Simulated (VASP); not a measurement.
Wanted: the native input for a VASP 6.6.1 run.

```yaml
Task: relaxation of cell and atoms
Functional: PBE
Potentials_or_basis: VASP PAW PBE potentials, release 64 (Li_sv, B, Pt)
Cutoff: 600 eV
k_mesh: 6 × 6 × 4
Occupations: gaussian, width 0.1 eV
Spin: no spin polarisation
Dipole_correction: no
Further_INCAR_settings: ALGO = Normal; EDIFF = 1e-07; IBRION = 2; EDIFFG = -0.04; NSW = 90; ISIF = 3
```

The structure of LiBPt lies in POSCAR:

```
LiBPt
1.0
    2.8125325400      0.0000000000      0.0000000000
    0.0000000000      2.8125325400      0.0000000000
    0.0000000000      0.0000000000      3.9507631400
Li B Pt
1 1 1
Direct
    0.5000000000      0.5000000000      0.5000000000
    0.5000000000      0.5000000000      0.0000000000
    0.0000000000      0.0000000000      0.0000000000
```

The cell was built from a structure type or drawn by symmetry, and may not be a known phase.

These files were run (other wordings do the same):

INCAR

```
PREC = Accurate ; ENCUT = 600
EDIFF = 1E-7 ; ISMEAR = 0
SIGMA = 0.1 ; LREAL = F
LASPH = T ; NELM = 100
ALGO = Normal ; ISIF = 3
LWAVE = F ; LCHARG = F
GGA = PE ; IBRION = 2
NSW = 90 ; EDIFFG = -0.04
```

KPOINTS

```
regular mesh
0
Gamma
  6 6 4
```

Potentials or basis: VASP PAW PBE potentials, release 64 (Li_sv, B, Pt).

Run with:

```console
$ cat potpaw_PBE.64/Li_sv/POTCAR potpaw_PBE.64/B/POTCAR potpaw_PBE.64/Pt/POTCAR > POTCAR
$ mpirun -np 1 vasp_std > vasp.out
```

It gave:

| Quantity | Value |
| --- | --- |
| Relaxed volume | 14.03 Å³/atom |
| Relaxed cell | a = 3.041 Å, b = 3.041 Å, c = 4.549 Å, α = 90.00°, β = 90.00°, γ = 90.00° |
| Space group after relaxing (to 0.1 Å) | P4/mmm (No. 123) |
| Energy gained by relaxing | 449.8 meV/atom |
| Ionic steps | 11 |
| Pressure after relaxing | 0.0 GPa |
| Band gap on the k mesh | zero (bands 8 and 9 overlap by 1.24 eV) |

Caveat: the k points lie up to 0.35 Å⁻¹ apart in the final cell, too coarse for converged energies and pressures of a metal; the cutoff is under 1.25 times the usual one of these potentials, so pressure, stress and relaxed cells hold a basis-set (Pulay) error; the volume moved by over 15 % at a fixed basis, so the end points are rough; spin-orbit coupling is left out, which moves the levels of the heavy elements.

Run time: 41 s on 1 thread of Intel(R) Xeon(R) 6975P-C (Granite Rapids), with other jobs on the host, peak memory 0.16 GiB.
